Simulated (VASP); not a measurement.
A run of VASP 6.6.1 is set up as follows.

The input INCAR:

```
SYSTEM = KF
ALGO = Normal
EDIFF = 1E-7
EDIFFG = -0.01
ENCUT = 600
GGA = PE
IBRION = 2
ISIF = 3
ISMEAR = 0
LASPH = .TRUE.
LCHARG = .FALSE.
LREAL = .FALSE.
LWAVE = .FALSE.
NELM = 100
NSW = 100
PREC = Accurate
SIGMA = 0.02
```

Contents of KPOINTS:

```
k-points
0
G
  8 8 8
  0 0 0
```

File POSCAR:

```
KF
1.0
    0.0000000000      2.6735000600      2.6735000600
    2.6735000600      0.0000000000      2.6735000600
    2.6735000600      2.6735000600      0.0000000000
K F
1 1
Direct
    0.0000000000      0.0000000000      0.0000000000
    0.5000000000      0.5000000000      0.5000000000
```

Potentials or basis: VASP PAW PBE potentials, release 64 (K_sv, F).

Command:

```bash
$ cat potpaw_PBE.64/K_sv/POTCAR potpaw_PBE.64/F/POTCAR > POTCAR
$ mpirun -np 1 vasp_std > vasp.out
```

Q: Estimate the relaxed cell.

A: a = 3.834 Å, b = 3.834 Å, c = 3.834 Å, α = 60.00°, β = 60.00°, γ = 60.00°.

Q: Predict the band gap on the k mesh.

A: 5.95 eV.

Step by step:
| step | energy change (eV) | largest force (eV/Å) | pressure (GPa) | volume (Å³) |
| --- | --- | --- | --- | --- |
| 1 | 0.0000 | 0.0000 | 1.32 | 38.22 |
| 2 | -0.0051 | 0.0000 | 0.56 | 39.09 |
| 3 | -0.0064 | 0.0000 | -0.01 | 39.84 |

A k mesh can miss the band edges. Expect the measured gap to be larger: semilocal functionals such as PBE lack the derivative discontinuity.
